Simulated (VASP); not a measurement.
Write the native input for VASP 6.6.1 that does the following.

- Task: single point
- Functional: PBE
- Dispersion: D3(BJ)
- Potentials or basis: VASP PAW PBE potentials, release 64 (Br)
- Cutoff: 520 eV
- k mesh: 22 × 22 × 22
- Occupations: gaussian, width 0.15 eV
- Spin: no spin polarisation
- Dipole correction: no
- Further INCAR settings: ALGO = Normal; EDIFF = 1e-06; NBANDS = 10

The structure of Br lies in POSCAR:

```
Br
1.0
   -1.3979500000      1.3979500000      3.5532137791
    1.3979500000     -1.3979500000      3.5532137791
    1.3979500000      1.3979500000     -3.5532137791
Br
1
Direct
    0.0000000000      0.0000000000      0.0000000000
```

One way to write it, as run:

INCAR

```
SYSTEM = Br
  ALGO = Normal
  EDIFF = 1E-6
  ENCUT = 520
  GGA = PE
  ISIF = 2
  ISMEAR = 0
  IVDW = 12
  LASPH = .TRUE.
  LCHARG = .FALSE.
  LREAL = .FALSE.
  LWAVE = .FALSE.
  NBANDS = 10
  NELM = 60
  PREC = Accurate
  SIGMA = 0.15
```

KPOINTS

```
k-points
0
G
  22 22 22
  0 0 0
```

Potentials or basis: VASP PAW PBE potentials, release 64 (Br).

Launch:

```sh
$ cat potpaw_PBE.64/Br/POTCAR > POTCAR
$ mpirun -np 1 vasp_std > vasp.out
```

It gave:

* Pressure: 2.0 GPa
* Band gap on the k mesh: zero (an odd number of electrons rules out a gap without spin polarisation)
* Dispersion energy per atom: -0.261 eV

Caveat: an odd number of electrons without spin polarisation forces a metal; a magnetic or distorted state may lie lower.

It took 4.3 min on 1 thread of Intel(R) Xeon(R) Platinum 8259CL CPU @ 2.50GHz (Skylake/Cascade Lake), with other jobs on the host, peak memory 0.34 GiB.
